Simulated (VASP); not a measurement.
# Be3ZnSe4 (Pmm2) in VASP: notebook

Runs on Be3ZnSe4. Level: PBE. Tasks: single point, relaxation of cell and atoms.

Program: VASP 6.6.1. These are calculated values, not measurements. Logs are shortened: lines on timing, memory, paths and dates and some standing lists are left out, and cuts for length are marked.

### 1 The cell of the first run

The structure is orthorhombic, space group Pmm2 (No. 25). Conventional cell: a = 3.748 Å, b = 7.524 Å, c = 5.327 Å, α = 90.00°, β = 90.00°, γ = 90.00°. Within 3.0 Å of Be (site symmetry mm2) lie 4 Se at 2.23 to 2.28 Å. Within 3.0 Å of Be (site symmetry m) lie 4 Se at 2.25 to 2.28 Å. Within 3.2 Å of Zn (site symmetry mm2) lie 4 Se at 2.43 to 2.45 Å. Se (site symmetry m) has 3 Be at 2.23 to 2.26 Å and 1 Zn at 2.45 Å within 3.0 Å. Within 3.0 Å of Se (site symmetry mm2) lie 2 Be at 2.25 Å and 2 Zn at 2.43 Å. Se (site symmetry mm2) has 4 Be at 2.28 Å within 3.0 Å.

### 2 Single point, PBE

File INCAR:

```
ALGO     = Normal         # electronic algorithm
EDIFF    = 1E-6           # SCF threshold, eV
ENCUT    = 520            # plane-wave cutoff, eV
GGA      = PE             # functional
ISIF     = 2              # what is computed and relaxed
ISMEAR   = 0              # smearing method
LASPH    = True           # aspherical terms in the spheres
LCHARG   = False          # write CHGCAR
LREAL    = False          # projectors in reciprocal space
LWAVE    = False          # write WAVECAR
NBANDS   = 31             # bands
NELM     = 100            # most SCF steps
PREC     = Accurate       # precision mode
SIGMA    = 0.02           # smearing width, eV
```

File KPOINTS:

```
k-points
0
Gamma
  6 4 4
```

File POSCAR:

```
Be3ZnSe4
1.0
    3.7476949008      0.0000000000      0.0000000000
    0.0000000000      7.5240343086      0.0000000000
    0.0000000000      0.0000000000      5.3274726723
Be Zn Se
3 1 4
Direct
    0.0000000000      0.5000000000      0.0030874648
    0.5000000000      0.7400883650      0.5001717989
    0.5000000000      0.2599116350      0.5001717989
    0.0000000000      0.0000000000      0.0006599300
    0.0000000000      0.2669957185      0.2628322761
    0.0000000000      0.7330042815      0.2628322761
    0.5000000000      0.0000000000      0.7099906004
    0.5000000000      0.5000000000      0.7602538546
```

Potentials or basis: VASP PAW PBE potentials, release 64 (Be, Zn, Se).

Started as:

```
$ cat potpaw_PBE.64/Be/POTCAR potpaw_PBE.64/Zn/POTCAR potpaw_PBE.64/Se/POTCAR > POTCAR
$ mpirun -np 1 vasp_std > vasp.out
```

OUTCAR:

```text
EDIFF = 1E-6
   ENCUT = 520
   GGA = PE
   ISIF = 2
   ISMEAR = 0
   LASPH = True
   LREAL = False
   NELM = 100
   PREC = Accurate

 ion  position               nearest neighbor table
   1  0.000  0.500  0.003-   5 2.23   6 2.23   8 2.28   8 2.28
   2  0.500  0.740  0.500-   7 2.25   6 2.26   6 2.26   8 2.28
   3  0.500  0.260  0.500-   7 2.25   5 2.26   5 2.26   8 2.28
   4  0.000  0.000  0.001-   7 2.43   7 2.43   5 2.45   6 2.45
   5  0.000  0.267  0.263-   1 2.23   3 2.26   3 2.26   4 2.45
   6  0.000  0.733  0.263-   1 2.23   2 2.26   2 2.26   4 2.45
   7  0.500  0.000  0.710-   2 2.25   3 2.25   4 2.43   4 2.43
   8  0.500  0.500  0.760-   2 2.28   3 2.28   1 2.28   1 2.28

  LATTYP: Found a simple orthorhombic cell.
 ALAT       =     3.7476949008
 B/A-ratio  =     1.4215331859
 C/A-ratio  =     2.0076432334

  Lattice vectors:

 A1 = (  -3.7476949008,   0.0000000000,   0.0000000000)
 A2 = (   0.0000000000,   0.0000000000,   5.3274726723)
 A3 = (   0.0000000000,   7.5240343086,   0.0000000000)

Analysis of symmetry for initial positions (statically):
=====================================================================
 Subroutine PRICEL returns:
 Original cell was already a primitive cell.

 Routine SETGRP: Setting up the symmetry group for a
 simple orthorhombic supercell.

 Subroutine GETGRP returns: Found  4 space group operations
 (whereof  4 operations were pure point group operations)
 out of a pool of  8 trial point group operations.

The static configuration has the point symmetry C_2v.

Analysis of symmetry for dynamics (positions and initial velocities):
=====================================================================
 Subroutine PRICEL returns:
 Original cell was already a primitive cell.

 Routine SETGRP: Setting up the symmetry group for a
 simple orthorhombic supercell.

 Subroutine GETGRP returns: Found  4 space group operations
 (whereof  4 operations were pure point group operations)
 out of a pool of  8 trial point group operations.

The dynamic configuration has the point symmetry C_2v.

 Subroutine INISYM returns: Found  4 space group operations
 (whereof  4 operations are pure point group operations),
 and found     1 'primitive' translations

----------------------------------------------------------------------------------------

                                     Primitive cell

  volume of cell :     150.2229

  direct lattice vectors                    reciprocal lattice vectors
     3.747694901  0.000000000  0.000000000     0.266830686  0.000000000  0.000000000
     0.000000000  7.524034309  0.000000000     0.000000000  0.132907422  0.000000000
     0.000000000  0.000000000  5.327472672     0.000000000  0.000000000  0.187706266

  length of vectors
     3.747694901  7.524034309  5.327472672     0.266830686  0.132907422  0.187706266

  position of ions in fractional coordinates (direct lattice)
     0.000000000  0.500000000  0.003087465
     0.500000000  0.740088365  0.500171799
     0.500000000  0.259911635  0.500171799
     0.000000000  0.000000000  0.000659930
     0.000000000  0.266995718  0.262832276
     0.000000000  0.733004282  0.262832276
     0.500000000  0.000000000  0.709990600
     0.500000000  0.500000000  0.760253855

  ion indices of the primitive-cell ions
   primitive index   ion index
                 1           1
                 2           2
                 3           3
                 4           4
                 5           5
                 6           6
                 7           7
                 8           8

----------------------------------------------------------------------------------------

 KPOINTS: k-points

Automatic generation of k-mesh.
 Grid dimensions read from file:
 generate k-points for:    6    4    4

 Generating k-lattice:

  Cartesian coordinates                     Fractional coordinates (reciprocal lattice)
     0.044471781  0.000000000  0.000000000     0.166666667  0.000000000  0.000000000
     0.000000000  0.033226855  0.000000000     0.000000000  0.250000000  0.000000000
     0.000000000  0.000000000  0.046926566     0.000000000  0.000000000  0.250000000

  Length of vectors
     0.044471781  0.033226855  0.046926566

  Shift w.r.t. Gamma in fractional coordinates (k-lattice)
     0.000000000  0.000000000  0.000000000

 Subroutine IBZKPT returns following result:
 ===========================================

 Found     36 irreducible k-points:

 Following reciprocal coordinates:
            Coordinates               Weight
  0.000000  0.000000  0.000000      1.000000
  0.166667  0.000000  0.000000      2.000000
  0.333333  0.000000  0.000000      2.000000
  0.500000  0.000000  0.000000      1.000000
  0.000000  0.250000  0.000000      2.000000
  0.166667  0.250000  0.000000      4.000000
[... 16 lines left out ...]
  0.333333  0.500000  0.250000      4.000000
  0.500000  0.500000  0.250000      2.000000
 [... further k-points ...]
   k-points           NKPTS =     36   k-points in BZ     NKDIM =     36   number of bands    NBANDS=     31
   number of dos      NEDOS =    301   number of ions     NIONS =      8
   total plane-waves  NPLWV =  62720
   dimension x,y,z NGX =    28 NGY =   56 NGZ =   40
   dimension x,y,z NGXF=    56 NGYF=  112 NGZF=   80
   ions per type =               3   1   4
   NGX,Y,Z   is equivalent  to a cutoff of  12.42, 12.37, 12.48 a.u.
   NGXF,Y,Z  is equivalent  to a cutoff of  24.84, 24.75, 24.96 a.u.
 SYSTEM =  unknown system
   PREC   = accura    normal or accurate (medium, high low for compatibility)
   ISTART =      0    job   : 0-new  1-cont  2-samecut
   ICHARG =      2    charge: 1-file 2-atom 10-const
   ISPIN  =      1    spin polarized calculation?
   LNONCOLLINEAR =      F non collinear calculations
   LSORBIT =      F    spin-orbit coupling
   LASPH  =      T    aspherical Exc in radial PAW
   ENCUT  =  520.0 eV  38.22 Ry    6.18 a.u.   6.97 13.99  9.91*2*pi/ulx,y,z
   NELM   =    100;   NELMIN=  2; NELMDL= -5     # of ELM steps
   EDIFF  = 0.1E-05   stopping-criterion for ELM
   LREAL  =      F    real-space projection
[... 7 lines left out ...]
   TEBEG  =    0.0;   TEEND  =   0.0 temperature during run
   PSTRESS=    0.0 pullay stress
   NELECT =      42.0000    total number of electrons
   NUPDOWN=      -1.0000    fix difference up-down
   EMIN   =  10.00;   EMAX   =-10.00  energy-range for DOS
   EFERMI =   0.00;   METHOD = LEGACY
   ISMEAR =     0;   SIGMA  =   0.02  broadening in eV -4-tet -1-fermi 0-gaus
   EFERMI_NEDOS =   21; number of points for ismear=-14 and -15
   IALGO  =     38    algorithm
   IMIX   =      4    mixing-type and parameters
     AMIX     =   0.40;   BMIX     =  1.00
     AMIX_MAG =   1.60;   BMIX_MAG =  1.00
  volume/ion in A,a.u.               =      18.78       126.72
  Fermi-wavevector in a.u.,A,eV,Ry     =   1.070482  2.022917 15.591334  1.145931
  Thomas-Fermi vector in A             =   2.206193
   LORBIT       =      0    0 simple, 1 ext, 2 COOP (PROOUT), +10 PAW based schemes
   GGA     = PE    functional components
   LHFCALC =     F    Hartree Fock is set to
   AEXX    =    0.0000 exact exchange contribution
   IVDW    =     0    specifies the selected vdW correction
   LEPSILON=     F    determine dielectric tensor
   LRPA    =     F    only Hartree local field effects (RPA)
 non-spin polarized calculation
 Gauss-broadening in eV      SIGMA  =   0.02
  energy-cutoff  :      520.00
  volume of cell :      150.22
 maximum number of plane-waves:      4072
 NGX is ok and might be reduce to    28
   NGX = 13   NGY = 27   NGZ = 19

 number of electron      42.0000030 magnetization

 Free energy of the ion-electron system (eV)
  ---------------------------------------------------
  ext. energy  EPLUGINS =         0.00000000
  ---------------------------------------------------
  free energy    TOTEN  =       -32.43970561 eV

  energy without entropy =      -32.43970561  energy(sigma->0) =      -32.43970561

 E-fermi :   2.9667     XC(G=0):  -9.3420

 val. band max:        2.8189644306   @ k =   0.0000   0.0000   0.0000
 cond. band min:       5.3383182046   @ k =   0.0000   0.0000   0.0000
 fundamental gap:      2.5193537740
 Fermi energy:         2.9667013334

 k-point     1 :       0.0000    0.0000    0.0000
  band No.  band energies     occupation
      1     -10.8504      2.00000
      2      -9.7484      2.00000
      3      -9.7416      2.00000
      4      -9.3038      2.00000
      5      -3.6162      2.00000
      6      -3.5988      2.00000
[... 23 lines left out ...]
     30       9.4478      0.00000
     31       9.6396      0.00000

 k-point     2 :       0.1667    0.0000    0.0000
  band No.  band energies     occupation
      1     -10.6913      2.00000
      2      -9.6487      2.00000
      3      -9.6452      2.00000
      4      -9.3026      2.00000
      5      -3.6404      2.00000
      6      -3.5716      2.00000
[... 23 lines left out ...]
     30       8.7411      0.00000
     31       8.8221      0.00000

 k-point     3 :       0.3333    0.0000    0.0000
  band No.  band energies     occupation
      1     -10.2684      2.00000
      2      -9.4480      2.00000
      3      -9.4350      2.00000
      4      -9.3812      2.00000
      5      -3.6464      2.00000
      6      -3.5629      2.00000
[... 23 lines left out ...]
     30       9.7316      0.00000
     31      10.6228      0.00000

 k-point     4 :       0.5000    0.0000    0.0000
  band No.  band energies     occupation
      1      -9.7979      2.00000
      2      -9.7105      2.00000
      3      -9.3193      2.00000
      4      -9.3045      2.00000
      5      -3.5898      2.00000
      6      -3.5814      2.00000
[... 635 lines left out ...]
     30       9.2847      0.00000
     31       9.4309      0.00000

 k-point    23 :       0.3333    0.5000    0.2500
  band No.  band energies     occupation
      1      -9.9343      2.00000
      2      -9.8284      2.00000
      3      -9.4190      2.00000
      4      -9.3702      2.00000
      5      -3.6107      2.00000
      6      -3.5625      2.00000
[... 23 lines left out ...]
     30       9.6675      0.00000
     31      10.0425      0.00000

 k-point    24 :       0.5000    0.5000    0.2500
  band No.  band energies     occupation
      1      -9.6412      2.00000
      2      -9.5132      2.00000
      3      -9.4962      2.00000
      4      -9.4681      2.00000
      5      -3.5514      2.00000
      6      -3.5466      2.00000
[... 23 lines left out ...]
     30      10.0539      0.00000
     31      10.1738      0.00000

 [... further k-points ...]

------------------------ aborting loop because EDIFF is reached ----------------------------------------

  FORCE on cell =-STRESS in cart. coord.  units (eV):
  Direction    XX          YY          ZZ          XY          YZ          ZX
  --------------------------------------------------------------------------------------
  -------------------------------------------------------------------------------------
  Total        0.1729917      0.1669425      0.1726551      0.0000000      0.0000000      0.0000000
  in kB        1.8450137      1.7804970      1.8414238      0.0000000      0.0000000      0.0000000
  external PRESSURE =       1.8223115 kB  Pullay stress =       0.0000000 kB

 VOLUME and BASIS-vectors are now :
 -----------------------------------------------------------------------------
  energy-cutoff  :      520.00
  volume of cell :      150.22
      direct lattice vectors                 reciprocal lattice vectors
     3.747694901  0.000000000  0.000000000     0.266830686  0.000000000  0.000000000
     0.000000000  7.524034309  0.000000000     0.000000000  0.132907422  0.000000000
     0.000000000  0.000000000  5.327472672     0.000000000  0.000000000  0.187706266

 POSITION                                       TOTAL-FORCE (eV/Angst)
 -----------------------------------------------------------------------------------
      0.00000      3.76202      0.01645         0.000000      0.000000     -0.007212
      1.87385      5.56845      2.66465         0.000000      0.003935      0.001453
      1.87385      1.95558      2.66465         0.000000     -0.003935      0.001453
      0.00000      0.00000      0.00352         0.000000      0.000000      0.007719
      0.00000      2.00888      1.40023         0.000000      0.008169      0.006655
      0.00000      5.51515      1.40023         0.000000     -0.008169      0.006655
      1.87385      0.00000      3.78246         0.000000      0.000000     -0.019428
      1.87385      3.76202      4.05023         0.000000      0.000000      0.002705
 -----------------------------------------------------------------------------------
    total drift:                               -0.000000      0.000000     -0.000477

  FREE ENERGIE OF THE ION-ELECTRON SYSTEM (eV)
  ---------------------------------------------------
  free  energy   TOTEN  =       -32.4397056071 eV

  energy  without entropy=      -32.4397056071  energy(sigma->0) =      -32.43970561
```

It took 4.3 min on 1 thread of Intel Xeon 8259CL, shared host; peak memory 0.33 GiB.

Results:

* Free energy: -32.4397 eV
* Pressure: 0.2 GPa
* Largest force: 0.019 eV/Å
* Band gap on the k mesh: 2.52 eV

Forces on the atoms (eV/Å):
```
Be   0.000  0.000 -0.007
Be   0.000  0.004  0.001
Be   0.000 -0.004  0.001
Zn   0.000  0.000  0.008
Se   0.000  0.008  0.007
Se   0.000 -0.008  0.007
Se   0.000  0.000 -0.019
Se   0.000  0.000  0.003
```

[end of part 1 of 2]
